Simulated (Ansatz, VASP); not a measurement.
## MgO: VASP beside Ansatz

```
CELL_PARAMETERS angstrom
2.95798 0.00000 0.00000
-1.47899 2.56168 0.00000
0.00000 0.00000 5.15619
ATOMIC_POSITIONS crystal
Mg 0.00000 0.00000 0.00000
Mg 0.00000 0.00000 0.50000
O 0.33333 0.66667 0.75000
O 0.66667 0.33333 0.25000
```

Alike in both runs: task single point; functional PBE; k mesh 12 × 12 × 6; occupations gaussian, width 0.02 eV; no spin polarisation.

|  | VASP | Ansatz |
| --- | --- | --- |
| version | VASP 6.6.1 | Ansatz 0.2.0 |
| potentials or method | VASP PAW PBE potentials, release 64 (Mg, O), cutoff 520 eV | scalar-relativistic, plane waves, PAW |
| valence electrons in the cell | 16 | 32 |

|  | VASP | Ansatz | Ansatz less VASP |
| --- | --- | --- | --- |
| gap on the k mesh at the Fermi level (eV) | 4.11 | 4.13 | +0.018 |
| least direct gap on the mesh (eV) | 4.11 | 4.13 | +0.018 |
| pressure (GPa) | -0.7 | 0.0 | +0.68 |

With one functional, cell and mesh, what is left measures potentials, basis and numerics. VASP's potentials hold 16 valence electrons a cell and Ansatz's 32, so a difference there can come from the potentials and not from the codes.
